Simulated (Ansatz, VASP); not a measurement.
# One calculation of Na, two programs

```
Na
1.0
     3.62484    0.00000    0.00000
    -1.81242    3.13921    0.00000
     0.00000    0.00000   12.28139
Na
4
Direct
  0.66667 0.33333 0.75000
  0.00000 0.00000 0.50000
  0.33333 0.66667 0.25000
  0.00000 0.00000 0.00000
```

Alike in both runs: task single point; functional LDA; k mesh 8 × 8 × 3; occupations fermi-dirac, width 0.05 eV; no spin polarisation.

|  | VASP | Ansatz |
| --- | --- | --- |
| version | VASP 6.6.1 | Ansatz 0.2.0 |
| potentials or method | VASP PAW LDA potentials, release 64 (Na_pv) | Ansatz PAW |
| plane-wave cutoff (eV) | 520 | 420 |
| valence electrons in the cell | 28 | 36 |

```csv
,VASP,Ansatz,Ansatz less VASP
gap on the k mesh at the Fermi level (eV),none,none,-
pressure (GPa),-0.4,-0.4,+0.06
"traceless stress, the component that is largest in VASP (GPa)",-0.69,-0.69,0.000
```

LDA's correlation is that of Perdew and Zunger in VASP and of Perdew and Wang (1992) in Ansatz. A gap of «none» marks a metal or a gap that the smearing closes. VASP's potentials hold 28 valence electrons a cell and Ansatz's 36, so a difference there can come from the potentials and not from the codes.
